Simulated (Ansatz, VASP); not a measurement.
**Two plane-wave programs on AlC2**

```
CELL_PARAMETERS angstrom
-1.43677 1.43677 3.52459
1.43677 -1.43677 3.52459
1.43677 1.43677 -3.52459
ATOMIC_POSITIONS crystal
Al 0.00000 0.00000 0.00000
C 0.66500 0.66500 0.00000
C 0.33500 0.33500 0.00000
```

Alike in both runs: task relaxation of cell and atoms; functional PBE; k mesh 8 × 8 × 8; occupations gaussian, width 0.1 eV; no spin polarisation.

|  | VASP | Ansatz |
| --- | --- | --- |
| version | VASP 6.6.1 | Ansatz 0.2.0 |
| potentials or method | VASP PAW PBE potentials, release 64 (Al, C), cutoff 600 eV | scalar-relativistic, plane waves, PAW |
| valence electrons in the cell | 11 | 11 |

```tsv
	VASP	Ansatz	Ansatz less VASP
gap on the k mesh at the Fermi level, each at its own relaxed structure (eV)	none	none	-
relaxed volume (Å³/atom)	9.52	9.50	-0.018
relaxed length of the cell vector where the two differ most in proportion (Å)	3.513	3.512	-0.0010
```

A gap of «none» marks a metal or a gap that the smearing closes.

The k mesh is coarse, so the values compare programs but aren't converged.
